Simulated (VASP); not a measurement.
Wanted: the native input for a VASP 6.6.1 run.

```yaml
Task: relaxation of cell and atoms
Functional: PBEsol
Potentials_or_basis: VASP PAW PBE potentials, release 64 (Cu, O)
Cutoff: 600 eV
k_mesh: 6 × 6 × 6
Occupations: fermi-dirac, width 0.03 eV
Spin: no spin polarisation
Dipole_correction: no
Further_INCAR_settings: ALGO = Normal; EDIFF = 1e-07; IBRION = 2; EDIFFG = -0.01; NSW = 100; ISIF = 3
```

The structure of Cu2O lies in POSCAR:

```
Cu2O
1.0
    4.2466993200      0.0000000000      0.0000000000
    0.0000000000      4.2466993200      0.0000000000
    0.0000000000      0.0000000000      4.2466993200
Cu O
4 2
Direct
    0.2500000000      0.2500000000      0.7500000000
    0.7500000000      0.2500000000      0.2500000000
    0.2500000000      0.7500000000      0.2500000000
    0.7500000000      0.7500000000      0.7500000000
    0.5000000000      0.5000000000      0.5000000000
    0.0000000000      0.0000000000      0.0000000000
```

One way to write it, as run:

INCAR

```
ALGO     = Normal         # electronic algorithm
EDIFF    = 1E-7           # SCF threshold, eV
EDIFFG   = -0.01          # ionic threshold
ENCUT    = 600            # plane-wave cutoff, eV
GGA      = PS             # functional
GGA_COMPAT= F            
IBRION   = 2              # ionic algorithm
ISIF     = 3              # what is computed and relaxed
ISMEAR   = -1             # smearing method
LASPH    = T              # aspherical terms in the spheres
LCHARG   = F              # write CHGCAR
LREAL    = F              # projectors in reciprocal space
LWAVE    = F              # write WAVECAR
NELM     = 120            # most SCF steps
NELMIN   = 4            
NSW      = 100            # ionic steps
PREC     = Accurate       # precision mode
SIGMA    = 0.03           # smearing width, eV
```

KPOINTS

```
k-points
0
Gamma
  6 6 6
```

Potentials or basis: VASP PAW PBE potentials, release 64 (Cu, O).

The run is started by

```console
$ cat potpaw_PBE.64/Cu/POTCAR potpaw_PBE.64/O/POTCAR > POTCAR
$ mpirun -np 1 vasp_std > vasp.out
```

It gave:

* Relaxed volume: 12.63 Å³/atom
* Relaxed cell: a = 4.231 Å, b = 4.231 Å, c = 4.231 Å, α = 90.00°, β = 90.00°, γ = 90.00°
* Space group after relaxing (to 0.05 Å): Pn-3m (No. 224)
* Energy gained by relaxing: 0.6 meV/atom
* Ionic steps: 3
* Pressure after relaxing: 0.0 GPa
* Band gap on the k mesh: 0.55 eV, direct

Caveat: the PAW data sets were made with another functional, which shifts forces and pressure a little.

It took 64 s on 1 thread of Intel(R) Xeon(R) 6975P-C (Granite Rapids), with other jobs on the host, peak memory 0.23 GiB.
